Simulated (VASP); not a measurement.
# CO2 (Pa-3) in VASP: notebook, part 2 of 2

VASP 6.6.1.

## (3) Electric field gradients, PBE

Input file INCAR:

```
ALGO = Normal ; EDIFF = 1E-8
ENCUT = 520 ; GGA = PE
ISIF = 2 ; ISMEAR = -1
LASPH = True ; LCHARG = False
LEFG = True ; LREAL = False
LWAVE = False ; NBANDS = 44
NELM = 100 ; PREC = Accurate
SIGMA = 0.02
```

Input file KPOINTS:

```
k-points
0
Gamma
  4 4 4
```

Input file POSCAR:

```
CO2
1.0
    5.6200000000      0.0000000000      0.0000000000
    0.0000000000      5.6200000000      0.0000000000
    0.0000000000      0.0000000000      5.6200000000
C O
4 8
Direct
    0.0000000000      0.0000000000      0.0000000000
    0.5000000000      0.0000000000      0.5000000000
    0.5000000000      0.5000000000      0.0000000000
    0.0000000000      0.5000000000      0.5000000000
    0.1200345206      0.1200345206      0.1200345206
    0.3799654794      0.8799654794      0.6200345206
    0.6200345206      0.3799654794      0.8799654794
    0.8799654794      0.6200345206      0.3799654794
    0.8799654794      0.8799654794      0.8799654794
    0.6200345206      0.1200345206      0.3799654794
    0.3799654794      0.6200345206      0.1200345206
    0.1200345206      0.3799654794      0.6200345206
```

Potentials or basis: VASP PAW PBE potentials, release 64 (C, O).

The run is started by

```bash
cat potpaw_PBE.64/C/POTCAR potpaw_PBE.64/O/POTCAR > POTCAR
mpirun -np 1 vasp_std > vasp.out
```

OUTCAR:

```text
EDIFF = 1E-8
   ENCUT = 520
   GGA = PE
   ISIF = 2
   ISMEAR = -1
   LASPH = True
   LREAL = False
   NELM = 100
   PREC = Accurate

 ion  position               nearest neighbor table
   1  0.000  0.000  0.000-   5 1.17   9 1.17
   2  0.500  0.000  0.500-   6 1.17  10 1.17
   3  0.500  0.500  0.000-   7 1.17  11 1.17
   4  0.000  0.500  0.500-   8 1.17  12 1.17
   5  0.120  0.120  0.120-   1 1.17
   6  0.380  0.880  0.620-   2 1.17
   7  0.620  0.380  0.880-   3 1.17
   8  0.880  0.620  0.380-   4 1.17
   9  0.880  0.880  0.880-   1 1.17
  10  0.620  0.120  0.380-   2 1.17
  11  0.380  0.620  0.120-   3 1.17
  12  0.120  0.380  0.620-   4 1.17

  LATTYP: Found a simple cubic cell.
 ALAT       =     5.6200000000

  Lattice vectors:

 A1 = (   5.6200000000,   0.0000000000,   0.0000000000)
 A2 = (   0.0000000000,   5.6200000000,   0.0000000000)
 A3 = (   0.0000000000,   0.0000000000,   5.6200000000)

Analysis of symmetry for initial positions (statically):
=====================================================================
 Subroutine PRICEL returns:
 Original cell was already a primitive cell.

 Routine SETGRP: Setting up the symmetry group for a
 simple cubic supercell.

 Subroutine GETGRP returns: Found 24 space group operations
 (whereof  6 operations were pure point group operations)
 out of a pool of 48 trial point group operations.

The static configuration has the point symmetry S_6 .
 The point group associated with its full space group is T_h .

Analysis of symmetry for dynamics (positions and initial velocities):
=====================================================================
 Subroutine PRICEL returns:
 Original cell was already a primitive cell.

 Routine SETGRP: Setting up the symmetry group for a
[... 711 lines left out ...]
      2.13541      4.94541      3.48459        -0.365973     -0.365973      0.365973
      3.48459      2.13541      4.94541         0.365973     -0.365973     -0.365973
      4.94541      3.48459      2.13541        -0.365973      0.365973     -0.365973
      4.94541      4.94541      4.94541        -0.365973     -0.365973     -0.365973
      3.48459      0.67459      2.13541         0.365973      0.365973     -0.365973
      2.13541      3.48459      0.67459        -0.365973      0.365973      0.365973
      0.67459      2.13541      3.48459         0.365973     -0.365973      0.365973
 -----------------------------------------------------------------------------------
    total drift:                                0.000000      0.000000      0.000000

  FREE ENERGIE OF THE ION-ELECTRON SYSTEM (eV)
  ---------------------------------------------------
  free  energy   TOTEN  =       -92.1283799730 eV

  energy  without entropy=      -92.1283799730  energy(sigma->0) =      -92.12837997

 Electric field gradients (V/A^2)
---------------------------------------------------------------------
 ion       V_xx      V_yy      V_zz      V_xy      V_xz      V_yz
---------------------------------------------------------------------
   1       0.000     0.000    -0.000   -24.979   -24.979   -24.979
   2       0.000     0.000    -0.000   -24.979    24.979    24.979
   3       0.000     0.000    -0.000    24.979    24.979   -24.979
   4       0.000     0.000    -0.000    24.979   -24.979    24.979
   5      -0.000     0.000    -0.000    34.233    34.233    34.233
   6      -0.000    -0.000    -0.000    34.233   -34.233   -34.233
   7      -0.000     0.000    -0.000   -34.233   -34.233    34.233
   8      -0.000    -0.000    -0.000   -34.233    34.233   -34.233
   9      -0.000     0.000    -0.000    34.233    34.233    34.233
  10      -0.000    -0.000    -0.000    34.233   -34.233   -34.233
  11      -0.000     0.000    -0.000   -34.233   -34.233    34.233
  12      -0.000    -0.000    -0.000   -34.233    34.233   -34.233
---------------------------------------------------------------------

 Electric field gradients after diagonalization (V/A^2)
 (convention: |V_zz| > |V_xx| > |V_yy|)
----------------------------------------------------------------------
 ion       V_xx      V_yy      V_zz     asymmetry (V_yy - V_xx)/ V_zz
----------------------------------------------------------------------
   1      24.979    24.979   -49.958       0.000
   2      24.979    24.979   -49.958       0.000
   3      24.979    24.979   -49.958       0.000
   4      24.979    24.979   -49.958       0.000
   5     -34.233   -34.233    68.466       0.000
   6     -34.233   -34.233    68.466       0.000
   7     -34.233   -34.233    68.466       0.000
   8     -34.233   -34.233    68.466       0.000
   9     -34.233   -34.233    68.466       0.000
  10     -34.233   -34.233    68.466       0.000
  11     -34.233   -34.233    68.466       0.000
  12     -34.233   -34.233    68.466       0.000
----------------------------------------------------------------------

           NMR quadrupolar parameters

 Cq : quadrupolar parameter    Cq=e*Q*V_zz/h
 eta: asymmetry parameters     (V_yy - V_xx)/ V_zz
 Q  : nuclear electric quadrupole moment in mb (millibarn)
----------------------------------------------------------------------
 ion       Cq(MHz)       eta       Q (mb)
----------------------------------------------------------------------
   1      -0.121       0.000       1.000
   2      -0.121       0.000       1.000
   3      -0.121       0.000       1.000
   4      -0.121       0.000       1.000
   5       0.166       0.000       1.000
   6       0.166       0.000       1.000
   7       0.166       0.000       1.000
   8       0.166       0.000       1.000
   9       0.166       0.000       1.000
  10       0.166       0.000       1.000
  11       0.166       0.000       1.000
  12       0.166       0.000       1.000
----------------------------------------------------------------------
```

OSZICAR:

```text
N       E                     dE             d eps       ncg     rms          rms(c)
DAV:   1     0.406414434638E+03    0.40641E+03   -0.33817E+04   976   0.133E+03
DAV:   2    -0.682371484006E+02   -0.47465E+03   -0.46145E+03  1272   0.316E+02
DAV:   3    -0.981311075476E+02   -0.29894E+02   -0.29670E+02  1144   0.825E+01
DAV:   4    -0.985136212625E+02   -0.38251E+00   -0.38063E+00  1152   0.104E+01
DAV:   5    -0.985201407190E+02   -0.65195E-02   -0.65149E-02  1132   0.133E+00    0.191E+01
DAV:   6    -0.926258302729E+02    0.58943E+01   -0.18085E+01  1112   0.224E+01    0.874E+00
DAV:   7    -0.922370946574E+02    0.38874E+00   -0.92424E-01  1092   0.526E+00    0.491E+00
DAV:   8    -0.921420316371E+02    0.95063E-01   -0.67105E-01  1076   0.386E+00    0.105E+00
DAV:   9    -0.921271684018E+02    0.14863E-01   -0.53539E-02  1036   0.127E+00    0.428E-01
DAV:  10    -0.921280735582E+02   -0.90516E-03   -0.10205E-02  1128   0.461E-01    0.824E-02
DAV:  11    -0.921283177108E+02   -0.24415E-03   -0.28678E-04  1084   0.962E-02    0.356E-02
DAV:  12    -0.921283793917E+02   -0.61681E-04   -0.50833E-05  1124   0.395E-02    0.523E-03
DAV:  13    -0.921283799096E+02   -0.51793E-06   -0.21874E-06  1116   0.846E-03    0.183E-03
DAV:  14    -0.921283799451E+02   -0.35452E-07   -0.37742E-07  1112   0.356E-03    0.625E-04
DAV:  15    -0.921283799586E+02   -0.13489E-07   -0.15901E-08   892   0.698E-04    0.263E-04
DAV:  16    -0.921283799789E+02   -0.20368E-07   -0.62641E-09   536   0.424E-04    0.104E-04
DAV:  17    -0.921283799730E+02    0.59335E-08   -0.67327E-10   496   0.146E-04
   1 F= -.92128380E+02 E0= -.92128380E+02  d E =-.259330E-11
```

Run time: 2.1 min. Hardware: 1 thread of AMD EPYC 7R43 (Zen 3), shared host; peak memory 0.22 GiB.

Results:

```
Free energy            : -92.1284 eV
Pressure               : 2.8 GPa
Largest force          : 0.634 eV/Å
Band gap on the k mesh : 6.77 eV, direct
```

Forces on the atoms (eV/Å):
```
C    0.000  0.000  0.000
C    0.000  0.000  0.000
C    0.000  0.000  0.000
C    0.000  0.000  0.000
O    0.366  0.366  0.366
O   -0.366 -0.366  0.366
O    0.366 -0.366 -0.366
O   -0.366  0.366 -0.366
O   -0.366 -0.366 -0.366
O    0.366  0.366 -0.366
O   -0.366  0.366  0.366
O    0.366 -0.366  0.366
```

Electric field gradients, principal values (V/Å²):
```tsv
atom	least	middle	greatest (by size)
1 C	24.979	24.979	-49.958
2 C	24.979	24.979	-49.958
3 C	24.979	24.979	-49.958
4 C	24.979	24.979	-49.958
5 O	-34.233	-34.233	68.466
6 O	-34.233	-34.233	68.466
7 O	-34.233	-34.233	68.466
8 O	-34.233	-34.233	68.466
9 O	-34.233	-34.233	68.466
10 O	-34.233	-34.233	68.466
11 O	-34.233	-34.233	68.466
12 O	-34.233	-34.233	68.466
```

Caveat: without QUAD_EFG the Cq values of the log hold for a quadrupole moment of 1 mb, not for the nuclei. A k mesh can miss the band edges.

## (4) Electric field gradients, r2SCAN

POSCAR is that of step 3.

Input file INCAR.step1:

```
PREC = Accurate
ENCUT = 520
ISMEAR = -1
SIGMA = 0.02
LREAL = False
LASPH = True
NELM = 80
NBANDS = 44
GGA = PE
ALGO = Normal
EDIFF = 1E-4
LWAVE = True
LCHARG = False
```

Input file INCAR.step2:

```
PREC = Accurate
ENCUT = 520
EDIFF = 1E-8
ISMEAR = -1
SIGMA = 0.02
LREAL = False
LASPH = True
NELM = 80
ALGO = Normal
ISIF = 2
LWAVE = False
LCHARG = False
METAGGA = R2SCAN
LMIXTAU = True
LEFG = True
NBANDS = 44
ISTART = 1
```

Input file KPOINTS:

```
Automatic mesh
0
Gamma
  4 4 4
```

Potentials or basis: VASP PAW PBE potentials, release 64 (C, O).

The run is started by

```bash
cat potpaw_PBE.64/C/POTCAR potpaw_PBE.64/O/POTCAR > POTCAR
cp INCAR.step1 INCAR
mpirun -np 1 vasp_std > vasp.out
cp INCAR.step2 INCAR
mpirun -np 1 vasp_std > vasp.out
```

OUTCAR:

```text
PREC = Accurate
   ENCUT = 520
   EDIFF = 1E-8
   ISMEAR = -1
   LREAL = False
   LASPH = True
   NELM = 80
   ISIF = 2
   METAGGA = R2SCAN
   ISTART = 1

 ion  position               nearest neighbor table
   1  0.000  0.000  0.000-   5 1.17   9 1.17
   2  0.500  0.000  0.500-   6 1.17  10 1.17
   3  0.500  0.500  0.000-   7 1.17  11 1.17
   4  0.000  0.500  0.500-   8 1.17  12 1.17
   5  0.120  0.120  0.120-   1 1.17
   6  0.380  0.880  0.620-   2 1.17
   7  0.620  0.380  0.880-   3 1.17
   8  0.880  0.620  0.380-   4 1.17
   9  0.880  0.880  0.880-   1 1.17
  10  0.620  0.120  0.380-   2 1.17
  11  0.380  0.620  0.120-   3 1.17
  12  0.120  0.380  0.620-   4 1.17

  LATTYP: Found a simple cubic cell.
 ALAT       =     5.6200000000

  Lattice vectors:

 A1 = (   5.6200000000,   0.0000000000,   0.0000000000)
 A2 = (   0.0000000000,   5.6200000000,   0.0000000000)
 A3 = (   0.0000000000,   0.0000000000,   5.6200000000)

Analysis of symmetry for initial positions (statically):
=====================================================================
 Subroutine PRICEL returns:
 Original cell was already a primitive cell.

 Routine SETGRP: Setting up the symmetry group for a
 simple cubic supercell.

 Subroutine GETGRP returns: Found 24 space group operations
 (whereof  6 operations were pure point group operations)
 out of a pool of 48 trial point group operations.

The static configuration has the point symmetry S_6 .
 The point group associated with its full space group is T_h .

Analysis of symmetry for dynamics (positions and initial velocities):
=====================================================================
 Subroutine PRICEL returns:
 Original cell was already a primitive cell.

 Routine SETGRP: Setting up the symmetry group for a
 simple cubic supercell.

 Subroutine GETGRP returns: Found 24 space group operations
 (whereof  6 operations were pure point group operations)
 out of a pool of 48 trial point group operations.

The dynamic configuration has the point symmetry S_6 .
 The point group associated with its full space group is T_h .

 Subroutine INISYM returns: Found 24 space group operations
 (whereof  6 operations are pure point group operations),
 and found     1 'primitive' translations

----------------------------------------------------------------------------------------

                                     Primitive cell

  volume of cell :     177.5043

  direct lattice vectors                    reciprocal lattice vectors
     5.620000000  0.000000000  0.000000000     0.177935943  0.000000000  0.000000000
     0.000000000  5.620000000  0.000000000     0.000000000  0.177935943  0.000000000
     0.000000000  0.000000000  5.620000000     0.000000000  0.000000000  0.177935943

  length of vectors
     5.620000000  5.620000000  5.620000000     0.177935943  0.177935943  0.177935943
[... 138 lines left out ...]
 cond. band min:       3.2593735776   @ k =   0.0000   0.0000   0.0000
 fundamental gap:      7.3986672817
 Fermi energy:        -3.6501959663

 k-point     1 :       0.0000    0.0000    0.0000
  band No.  band energies     occupation
      1     -25.8846      2.00000
      2     -25.6797      2.00000
      3     -25.6797      2.00000
      4     -25.6797      2.00000
      5     -24.6695      2.00000
      6     -24.6695      2.00000
[... 506 lines left out ...]
     43       6.2383      0.00000
     44       6.2383      0.00000

------------------------ aborting loop because EDIFF is reached ----------------------------------------

  FORCE on cell =-STRESS in cart. coord.  units (eV):
  Direction    XX          YY          ZZ          XY          YZ          ZX
  --------------------------------------------------------------------------------------
  -------------------------------------------------------------------------------------
  Total       -0.8533824     -0.8533824     -0.8533824      0.0000000     -0.0000000      0.0000000
  in kB       -7.7027417     -7.7027417     -7.7027417      0.0000000     -0.0000000      0.0000000
  external PRESSURE =      -7.7027417 kB  Pullay stress =       0.0000000 kB

 VOLUME and BASIS-vectors are now :
 -----------------------------------------------------------------------------
  energy-cutoff  :      520.00
  volume of cell :      177.50
      direct lattice vectors                 reciprocal lattice vectors
     5.620000000  0.000000000  0.000000000     0.177935943  0.000000000  0.000000000
     0.000000000  5.620000000  0.000000000     0.000000000  0.177935943  0.000000000
     0.000000000  0.000000000  5.620000000     0.000000000  0.000000000  0.177935943

 POSITION                                       TOTAL-FORCE (eV/Angst)
 -----------------------------------------------------------------------------------
      0.00000      0.00000      0.00000         0.000000     -0.000000      0.000000
      2.81000      0.00000      2.81000         0.000000     -0.000000      0.000000
      2.81000      2.81000      0.00000         0.000000     -0.000000      0.000000
      0.00000      2.81000      2.81000         0.000000     -0.000000      0.000000
      0.67459      0.67459      0.67459        -0.063317     -0.063317     -0.063317
      2.13541      4.94541      3.48459         0.063317      0.063317     -0.063317
      3.48459      2.13541      4.94541        -0.063317      0.063317      0.063317
      4.94541      3.48459      2.13541         0.063317     -0.063317      0.063317
      4.94541      4.94541      4.94541         0.063317      0.063317      0.063317
      3.48459      0.67459      2.13541        -0.063317     -0.063317      0.063317
      2.13541      3.48459      0.67459         0.063317     -0.063317     -0.063317
      0.67459      2.13541      3.48459        -0.063317      0.063317     -0.063317
 -----------------------------------------------------------------------------------
    total drift:                                0.000000      0.000000      0.000000

  FREE ENERGIE OF THE ION-ELECTRON SYSTEM (eV)
  ---------------------------------------------------
  free  energy   TOTEN  =      -103.0641916453 eV

  energy  without entropy=     -103.0641916453  energy(sigma->0) =     -103.06419165

 Electric field gradients (V/A^2)
---------------------------------------------------------------------
 ion       V_xx      V_yy      V_zz      V_xy      V_xz      V_yz
---------------------------------------------------------------------
   1       0.000     0.000     0.000   -28.526   -28.526   -28.526
   2       0.000     0.000    -0.000   -28.526    28.526    28.526
   3       0.000     0.000     0.000    28.526    28.526   -28.526
   4       0.000     0.000     0.000    28.526   -28.526    28.526
   5      -0.000    -0.000     0.000    36.862    36.862    36.862
   6      -0.000    -0.000     0.000    36.862   -36.862   -36.862
   7      -0.000    -0.000     0.000   -36.862   -36.862    36.862
   8      -0.000    -0.000     0.000   -36.862    36.862   -36.862
   9       0.000    -0.000     0.000    36.862    36.862    36.862
  10      -0.000    -0.000     0.000    36.862   -36.862   -36.862
  11      -0.000    -0.000     0.000   -36.862   -36.862    36.862
  12      -0.000     0.000     0.000   -36.862    36.862   -36.862
---------------------------------------------------------------------

 Electric field gradients after diagonalization (V/A^2)
 (convention: |V_zz| > |V_xx| > |V_yy|)
----------------------------------------------------------------------
 ion       V_xx      V_yy      V_zz     asymmetry (V_yy - V_xx)/ V_zz
----------------------------------------------------------------------
   1      28.526    28.526   -57.051       0.000
   2      28.526    28.526   -57.051       0.000
   3      28.526    28.526   -57.051       0.000
   4      28.526    28.526   -57.051       0.000
   5     -36.862   -36.862    73.724       0.000
   6     -36.862   -36.862    73.724       0.000
   7     -36.862   -36.862    73.724       0.000
   8     -36.862   -36.862    73.724       0.000
   9     -36.862   -36.862    73.724       0.000
  10     -36.862   -36.862    73.724       0.000
  11     -36.862   -36.862    73.724       0.000
  12     -36.862   -36.862    73.724       0.000
----------------------------------------------------------------------

           NMR quadrupolar parameters

 Cq : quadrupolar parameter    Cq=e*Q*V_zz/h
 eta: asymmetry parameters     (V_yy - V_xx)/ V_zz
 Q  : nuclear electric quadrupole moment in mb (millibarn)
----------------------------------------------------------------------
 ion       Cq(MHz)       eta       Q (mb)
----------------------------------------------------------------------
   1      -0.138       0.000       1.000
   2      -0.138       0.000       1.000
   3      -0.138       0.000       1.000
   4      -0.138       0.000       1.000
   5       0.178       0.000       1.000
   6       0.178       0.000       1.000
   7       0.178       0.000       1.000
   8       0.178       0.000       1.000
   9       0.178       0.000       1.000
  10       0.178       0.000       1.000
  11       0.178       0.000       1.000
  12       0.178       0.000       1.000
----------------------------------------------------------------------
```

Wall time 7.5 min (1 thread of AMD EPYC 7R43 (Zen 3), shared host); peak memory 0.27 GiB.

What came out:

```
Free energy            : -103.0642 eV
Pressure               : -0.8 GPa
Largest force          : 0.110 eV/Å
Band gap on the k mesh : 7.40 eV, direct
```

Forces on the atoms (eV/Å):
```
C    0.000  0.000  0.000
C    0.000  0.000  0.000
C    0.000  0.000  0.000
C    0.000  0.000  0.000
O   -0.063 -0.063 -0.063
O    0.063  0.063 -0.063
O   -0.063  0.063  0.063
O    0.063 -0.063  0.063
O    0.063  0.063  0.063
O   -0.063 -0.063  0.063
O    0.063 -0.063 -0.063
O   -0.063  0.063 -0.063
```

Levels at points of the mesh, in eV from the valence-band top:
| k point | band 30 | band 31 | band 32 | band 33 | band 34 | band 35 |
| --- | --- | --- | --- | --- | --- | --- |
| (0.00, 0.00, 0.00) | -0.19 | 0.00 | 0.00 | 7.40 | 8.70 | 8.70 |
| (0.50, 0.00, 0.00) | -0.30 | -0.07 | -0.07 | 8.64 | 8.64 | 8.85 |
| (0.50, 0.50, 0.00) | -0.27 | -0.27 | -0.27 | 8.63 | 8.63 | 8.63 |
| (0.50, 0.50, 0.50) | -0.31 | -0.31 | -0.31 | 8.63 | 8.63 | 8.63 |

Electric field gradients, principal values (V/Å²):
```tsv
atom	least	middle	greatest (by size)
1 C	28.526	28.526	-57.051
2 C	28.526	28.526	-57.051
3 C	28.526	28.526	-57.051
4 C	28.526	28.526	-57.051
5 O	-36.862	-36.862	73.724
6 O	-36.862	-36.862	73.724
7 O	-36.862	-36.862	73.724
8 O	-36.862	-36.862	73.724
9 O	-36.862	-36.862	73.724
10 O	-36.862	-36.862	73.724
11 O	-36.862	-36.862	73.724
12 O	-36.862	-36.862	73.724
```

Caveat: without QUAD_EFG the Cq values of the log hold for a quadrupole moment of 1 mb, not for the nuclei; the PAW data sets were made with another functional, which shifts forces and pressure a little.
